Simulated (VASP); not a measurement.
# SrCl2 (Fm-3m) in VASP: a series of runs

The runs below take SrCl2 through single point, with r2SCAN.

Everything below comes from runs of VASP 6.6.1. Logs are shortened: lines on timing, memory, paths and dates and some standing lists are left out, and cuts for length are marked.

**1. The cell of the first run**

The structure is cubic, space group Fm-3m (No. 225). The conventional cell has a = 7.065 Å, b = 7.065 Å, c = 7.065 Å, α = 90.00°, β = 90.00°, γ = 90.00°. Sr (site symmetry m-3m) has 8 Cl at 3.06 Å within 4.0 Å. Within 4.0 Å of Cl (site symmetry -43m) lie 4 Sr at 3.06 Å and 6 Cl at 3.53 Å.

**2. Single point, r2SCAN (29.38 Å³/atom)**

POSCAR reads:

```
SrCl2
1.0
    0.0000000000      3.5322834022      3.5322834022
    3.5322834022      0.0000000000      3.5322834022
    3.5322834022      3.5322834022      0.0000000000
Sr Cl
1 2
Direct
    0.0000000000      0.0000000000      0.0000000000
    0.2500000000      0.2500000000      0.2500000000
    0.7500000000      0.7500000000      0.7500000000
```

INCAR.step1 reads:

```
ALGO = Normal
EDIFF = 1E-4
ENCUT = 520
GGA = PE
ISMEAR = 0
LASPH = True
LCHARG = False
LREAL = False
LWAVE = True
NBANDS = 19
NELM = 100
PREC = Accurate
SIGMA = 0.01
```

INCAR.step2 reads:

```
ALGO = Normal
EDIFF = 1E-7
ENCUT = 520
ISIF = 2
ISMEAR = 0
ISTART = 1
LASPH = True
LCHARG = False
LMIXTAU = True
LREAL = False
LWAVE = False
METAGGA = R2SCAN
NBANDS = 19
NELM = 100
PREC = Accurate
SIGMA = 0.01
```

KPOINTS reads:

```
k-points
0
Gamma
  6 6 6
```

Potentials or basis: VASP PAW PBE potentials, release 64 (Sr_sv, Cl).

Run with:

```sh
> cat potpaw_PBE.64/Sr_sv/POTCAR potpaw_PBE.64/Cl/POTCAR > POTCAR
> cp INCAR.step1 INCAR
> mpirun -np 1 vasp_std > vasp.out
> cp INCAR.step2 INCAR
> mpirun -np 1 vasp_std > vasp.out
```

OUTCAR:

```text
EDIFF = 1E-7
   ENCUT = 520
   ISIF = 2
   ISMEAR = 0
   ISTART = 1
   LASPH = True
   LREAL = False
   METAGGA = R2SCAN
   NELM = 100
   PREC = Accurate

 ion  position               nearest neighbor table
   1  0.000  0.000  0.000-   3 3.06   3 3.06   3 3.06   2 3.06   3 3.06   2 3.06   2 3.06   2 3.06

   2  0.250  0.250  0.250-   1 3.06   1 3.06   1 3.06   1 3.06
   3  0.750  0.750  0.750-   1 3.06   1 3.06   1 3.06   1 3.06

  LATTYP: Found a face centered cubic cell.
 ALAT       =     7.0645668044

  Lattice vectors:

 A1 = (   0.0000000000,   3.5322834022,   3.5322834022)
 A2 = (   3.5322834022,   0.0000000000,   3.5322834022)
 A3 = (   3.5322834022,   3.5322834022,   0.0000000000)

Analysis of symmetry for initial positions (statically):
=====================================================================
 Subroutine PRICEL returns:
 Original cell was already a primitive cell.

 Routine SETGRP: Setting up the symmetry group for a
 face centered cubic supercell.

 Subroutine GETGRP returns: Found 48 space group operations
 (whereof 48 operations were pure point group operations)
 out of a pool of 48 trial point group operations.

The static configuration has the point symmetry O_h .

Analysis of symmetry for dynamics (positions and initial velocities):
=====================================================================
 Subroutine PRICEL returns:
 Original cell was already a primitive cell.

 Routine SETGRP: Setting up the symmetry group for a
 face centered cubic supercell.

 Subroutine GETGRP returns: Found 48 space group operations
 (whereof 48 operations were pure point group operations)
 out of a pool of 48 trial point group operations.

The dynamic configuration has the point symmetry O_h .

 Subroutine INISYM returns: Found 48 space group operations
 (whereof 48 operations are pure point group operations),
 and found     1 'primitive' translations

----------------------------------------------------------------------------------------

                                     Primitive cell

  volume of cell :      88.1448

  direct lattice vectors                    reciprocal lattice vectors
     0.000000000  3.532283402  3.532283402    -0.141551496  0.141551496  0.141551496
     3.532283402  0.000000000  3.532283402     0.141551496 -0.141551496  0.141551496
     3.532283402  3.532283402  0.000000000     0.141551496  0.141551496 -0.141551496

  length of vectors
     4.995403094  4.995403094  4.995403094     0.245174383  0.245174383  0.245174383

  position of ions in fractional coordinates (direct lattice)
     0.000000000  0.000000000  0.000000000
     0.250000000  0.250000000  0.250000000
     0.750000000  0.750000000  0.750000000

  ion indices of the primitive-cell ions
   primitive index   ion index
                 1           1
                 2           2
                 3           3

----------------------------------------------------------------------------------------

 KPOINTS: k-points

Automatic generation of k-mesh.
 Grid dimensions read from file:
 generate k-points for:    6    6    6

 Generating k-lattice:

  Cartesian coordinates                     Fractional coordinates (reciprocal lattice)
    -0.023591916  0.023591916  0.023591916     0.166666667  0.000000000  0.000000000
     0.023591916 -0.023591916  0.023591916     0.000000000  0.166666667  0.000000000
     0.023591916  0.023591916 -0.023591916     0.000000000  0.000000000  0.166666667

  Length of vectors
     0.040862397  0.040862397  0.040862397

  Shift w.r.t. Gamma in fractional coordinates (k-lattice)
     0.000000000  0.000000000  0.000000000

 Subroutine IBZKPT returns following result:
 ===========================================

 Found     16 irreducible k-points:

 Following reciprocal coordinates:
            Coordinates               Weight
  0.000000  0.000000  0.000000      1.000000
  0.166667  0.000000  0.000000      8.000000
  0.333333  0.000000  0.000000      8.000000
  0.500000  0.000000  0.000000      4.000000
  0.166667  0.166667  0.000000      6.000000
  0.333333  0.166667  0.000000     24.000000
[... 8 lines left out ...]
 -0.333333  0.333333  0.166667     24.000000
 -0.333333  0.500000  0.166667     12.000000
   k-points           NKPTS =     16   k-points in BZ     NKDIM =     16   number of bands    NBANDS=     19
   number of dos      NEDOS =    301   number of ions     NIONS =      3
   total plane-waves  NPLWV =  64000
   dimension x,y,z NGX =    40 NGY =   40 NGZ =   40
   dimension x,y,z NGXF=    80 NGYF=   80 NGZF=   80
   ions per type =               1   2
   NGX,Y,Z   is equivalent  to a cutoff of  13.31, 13.31, 13.31 a.u.
   NGXF,Y,Z  is equivalent  to a cutoff of  26.62, 26.62, 26.62 a.u.
 SYSTEM =  unknown system
   PREC   = accura    normal or accurate (medium, high low for compatibility)
   ISTART =      1    job   : 0-new  1-cont  2-samecut
   ICHARG =      0    charge: 1-file 2-atom 10-const
   ISPIN  =      1    spin polarized calculation?
   LNONCOLLINEAR =      F non collinear calculations
   LSORBIT =      F    spin-orbit coupling
   LASPH  =      T    aspherical Exc in radial PAW
   ENCUT  =  520.0 eV  38.22 Ry    6.18 a.u.   9.29  9.29  9.29*2*pi/ulx,y,z
   NELM   =    100;   NELMIN=  2; NELMDL=  0     # of ELM steps
   EDIFF  = 0.1E-06   stopping-criterion for ELM
   LREAL  =      F    real-space projection
   EDIFFG = 0.1E-05   stopping-criterion for IOM
   NSW    =      0    number of steps for IOM
   IBRION =     -1    ionic relax: 0-MD 1-quasi-New 2-CG
   NFREE  =      0    steps in history (QN), initial steepest desc. (CG)
   ISIF   =      2    stress and relaxation
   ISYM   =      2    0-nonsym 1-usesym 2-fastsym
   POTIM  = 0.5000    time-step for ionic-motion
   TEBEG  =    0.0;   TEEND  =   0.0 temperature during run
   PSTRESS=    0.0 pullay stress
   NELECT =      24.0000    total number of electrons
   NUPDOWN=      -1.0000    fix difference up-down
   EMIN   =  10.00;   EMAX   =-10.00  energy-range for DOS
   EFERMI =   0.00;   METHOD = LEGACY
   ISMEAR =     0;   SIGMA  =   0.01  broadening in eV -4-tet -1-fermi 0-gaus
   EFERMI_NEDOS =   21; number of points for ismear=-14 and -15
   IALGO  =     38    algorithm
   IMIX   =      4    mixing-type and parameters
     AMIX     =   0.40;   BMIX     =  1.00
     AMIX_MAG =   1.60;   BMIX_MAG =  1.00
  volume/ion in A,a.u.               =      29.38       198.28
  Fermi-wavevector in a.u.,A,eV,Ry     =   1.061076  2.005142 15.318550  1.125882
  Thomas-Fermi vector in A             =   2.196479
   LORBIT       =      0    0 simple, 1 ext, 2 COOP (PROOUT), +10 PAW based schemes
   METAGGA = R2SCAN    functional components
   LHFCALC =     F    Hartree Fock is set to
   AEXX    =    0.0000 exact exchange contribution
   IVDW    =     0    specifies the selected vdW correction
   LEPSILON=     F    determine dielectric tensor
   LRPA    =     F    only Hartree local field effects (RPA)
 non-spin polarized calculation
 Gauss-broadening in eV      SIGMA  =   0.01
  energy-cutoff  :      520.00
  volume of cell :       88.14
 maximum number of plane-waves:      2421
 NGX is ok and might be reduce to    40
   NGX = 19   NGY = 19   NGZ = 19

 number of electron      23.9999998 magnetization

 Free energy of the ion-electron system (eV)
  ---------------------------------------------------
  ext. energy  EPLUGINS =         0.00000000
  ---------------------------------------------------
  free energy    TOTEN  =       -35.69000298 eV

  energy without entropy =      -35.69000298  energy(sigma->0) =      -35.69000298

 E-fermi :  -0.3956     XC(G=0):  -8.5945

 val. band max:       -0.4623113460   @ k =   0.5000   0.5000   0.0000
 cond. band min:       5.3645577264   @ k =   0.0000   0.0000   0.0000
 fundamental gap:      5.8268690724
 Fermi energy:        -0.3955659236

 k-point     1 :       0.0000    0.0000    0.0000
  band No.  band energies     occupation
      1     -34.5396      2.00000
      2     -15.8939      2.00000
      3     -15.8939      2.00000
      4     -15.8939      2.00000
      5     -14.2339      2.00000
      6     -13.4345      2.00000
[... 11 lines left out ...]
     18       9.0972      0.00000
     19       9.3818      0.00000

 k-point     2 :       0.1667    0.0000    0.0000
  band No.  band energies     occupation
      1     -34.5390      2.00000
      2     -15.9678      2.00000
      3     -15.8967      2.00000
      4     -15.8967      2.00000
      5     -14.1009      2.00000
      6     -13.4878      2.00000
[... 11 lines left out ...]
     18       8.8370      0.00000
     19       9.8508      0.00000

 k-point     3 :       0.3333    0.0000    0.0000
  band No.  band energies     occupation
      1     -34.5377      2.00000
      2     -16.0884      2.00000
      3     -15.9024      2.00000
      4     -15.9024      2.00000
      5     -13.8978      2.00000
      6     -13.5517      2.00000
[... 11 lines left out ...]
     18       8.6870      0.00000
     19       9.1116      0.00000

 k-point     4 :       0.5000    0.0000    0.0000
  band No.  band energies     occupation
      1     -34.5370      2.00000
      2     -16.1391      2.00000
      3     -15.9052      2.00000
      4     -15.9052      2.00000
      5     -13.8566      2.00000
      6     -13.5293      2.00000
[... 11 lines left out ...]
     18       8.7098      0.00000
     19       8.9260      0.00000

 k-point     5 :       0.1667    0.1667    0.0000
  band No.  band energies     occupation
      1     -34.5388      2.00000
      2     -15.9860      2.00000
      3     -15.9006      2.00000
      4     -15.9006      2.00000
      5     -14.0529      2.00000
      6     -13.5086      2.00000
[... 11 lines left out ...]
     18       8.8767      0.00000
     19       9.0354      0.00000

 k-point     6 :       0.3333    0.1667    0.0000
  band No.  band energies     occupation
      1     -34.5377      2.00000
      2     -16.0732      2.00000
      3     -15.9195      2.00000
      4     -15.9068      2.00000
      5     -13.8581      2.00000
      6     -13.5825      2.00000
[... 11 lines left out ...]
     18       8.6180      0.00000
     19       9.5184      0.00000

 k-point     7 :       0.5000    0.1667    0.0000
  band No.  band energies     occupation
      1     -34.5368      2.00000
      2     -16.1177      2.00000
      3     -15.9528      2.00000
      4     -15.9091      2.00000
      5     -13.7811      2.00000
      6     -13.5675      2.00000
[... 11 lines left out ...]
     18       8.9139      0.00000
     19       9.1928      0.00000

 k-point     8 :      -0.3333    0.1667    0.0000
  band No.  band energies     occupation
      1     -34.5370      2.00000
      2     -16.0969      2.00000
      3     -15.9588      2.00000
      4     -15.9052      2.00000
      5     -13.7909      2.00000
      6     -13.5802      2.00000
[... 80 lines left out ...]
 k-point    12 :      -0.3333    0.3333    0.0000
  band No.  band energies     occupation
      1     -34.5364      2.00000
      2     -16.0791      2.00000
      3     -16.0360      2.00000
      4     -15.9124      2.00000
      5     -13.6845      2.00000
      6     -13.6041      2.00000
[... 11 lines left out ...]
     18       9.2446      0.00000
     19      10.0363      0.00000

 k-point    13 :       0.5000    0.5000    0.0000
  band No.  band energies     occupation
      1     -34.5362      2.00000
      2     -16.1948      2.00000
      3     -15.9207      2.00000
      4     -15.9207      2.00000
      5     -13.7174      2.00000
      6     -13.5547      2.00000
[... 11 lines left out ...]
     18       8.7728      0.00000
     19      10.0294      0.00000

 k-point    14 :       0.5000    0.3333    0.1667
  band No.  band energies     occupation
      1     -34.5368      2.00000
      2     -16.1028      2.00000
      3     -15.9707      2.00000
      4     -15.9117      2.00000
      5     -13.7069      2.00000
      6     -13.6334      2.00000
[... 11 lines left out ...]
     18       8.8125      0.00000
     19       9.8441      0.00000

 k-point    15 :      -0.3333    0.3333    0.1667
  band No.  band energies     occupation
      1     -34.5364      2.00000
      2     -16.0850      2.00000
      3     -16.0272      2.00000
      4     -15.9154      2.00000
      5     -13.6841      2.00000
      6     -13.6045      2.00000
[... 11 lines left out ...]
     18       9.3237      0.00000
     19       9.8062      0.00000

 k-point    16 :      -0.3333    0.5000    0.1667
  band No.  band energies     occupation
      1     -34.5362      2.00000
      2     -16.1309      2.00000
      3     -15.9943      2.00000
      4     -15.9209      2.00000
      5     -13.6719      2.00000
      6     -13.5910      2.00000
[... 11 lines left out ...]
     18       9.6945      0.00000
     19      10.0980      0.00000

------------------------ aborting loop because EDIFF is reached ----------------------------------------

  FORCE on cell =-STRESS in cart. coord.  units (eV):
  Direction    XX          YY          ZZ          XY          YZ          ZX
  --------------------------------------------------------------------------------------
  -------------------------------------------------------------------------------------
  Total       -0.5584710     -0.5584710     -0.5584710     -0.0000000     -0.0000000      0.0000000
  in kB      -10.1511349    -10.1511349    -10.1511349     -0.0000000     -0.0000000      0.0000000
  external PRESSURE =     -10.1511349 kB  Pullay stress =       0.0000000 kB

 VOLUME and BASIS-vectors are now :
 -----------------------------------------------------------------------------
  energy-cutoff  :      520.00
  volume of cell :       88.14
      direct lattice vectors                 reciprocal lattice vectors
     0.000000000  3.532283402  3.532283402    -0.141551496  0.141551496  0.141551496
     3.532283402  0.000000000  3.532283402     0.141551496 -0.141551496  0.141551496
     3.532283402  3.532283402  0.000000000     0.141551496  0.141551496 -0.141551496

 POSITION                                       TOTAL-FORCE (eV/Angst)
 -----------------------------------------------------------------------------------
      0.00000      0.00000      0.00000         0.000000     -0.000000      0.000000
      1.76614      1.76614      1.76614        -0.000000     -0.000000     -0.000000
      5.29843      5.29843      5.29843         0.000000      0.000000      0.000000
 -----------------------------------------------------------------------------------
    total drift:                               -0.000000     -0.000000      0.000000

  FREE ENERGIE OF THE ION-ELECTRON SYSTEM (eV)
  ---------------------------------------------------
  free  energy   TOTEN  =       -35.6900029833 eV

  energy  without entropy=      -35.6900029833  energy(sigma->0) =      -35.69000298
```

It took 3.8 min on 1 thread of Intel Xeon 8259CL, shared host; peak memory 0.26 GiB.

What came out:

| Quantity | Value |
| --- | --- |
| Free energy | -35.6900 eV |
| Pressure | -1.0 GPa |
| Band gap on the k mesh | 5.83 eV (least direct gap 6.01 eV) |

Caveat: the PAW data sets were made with another functional, which shifts forces and pressure a little. r2SCAN opens gaps a little over a GGA but as a rule still falls short of measured ones.

(Part 1 of 2 ends here.)
